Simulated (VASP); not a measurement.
C: single point with PBE+D3(BJ)

C:

```
C
1.0
     0.00000    2.13410    3.39788
     1.23278    0.00000    3.39788
     1.23278    2.13410    0.00000
C
2
Direct
  0.16670 0.83330 0.16670
  0.83330 0.16670 0.83330
```

```yaml
Program: VASP 6.6.1
Task: single point
Functional: PBE
Dispersion: D3(BJ)
Potentials_or_basis: VASP PAW PBE potentials, release 64 (C)
Cutoff: 520 eV
k_mesh: 16 × 16 × 16
Occupations: gaussian, width 0.03 eV
Spin: no spin polarisation
Dipole_correction: no
Further_INCAR_settings: ALGO = Normal; EDIFF = 1e-06; NBANDS = 11
```

```yaml
Pressure: 0.4 GPa
Largest_force: 0.021 eV/Å
Dispersion_energy_per_atom: -0.154 eV
```

Forces in eV/Å, atoms in the order of the input:
```
C    0.000 -0.021  0.000
C    0.000  0.021  0.000
```

Stress tensor (GPa, compression positive):
```
0.78 0.00 0.00
0.00 0.53 0.00
0.00 0.00 0.02
```

It took 58 s on 1 thread of Intel(R) Xeon(R) 6975P-C (Granite Rapids) (shared host), peak memory 0.22 GiB.
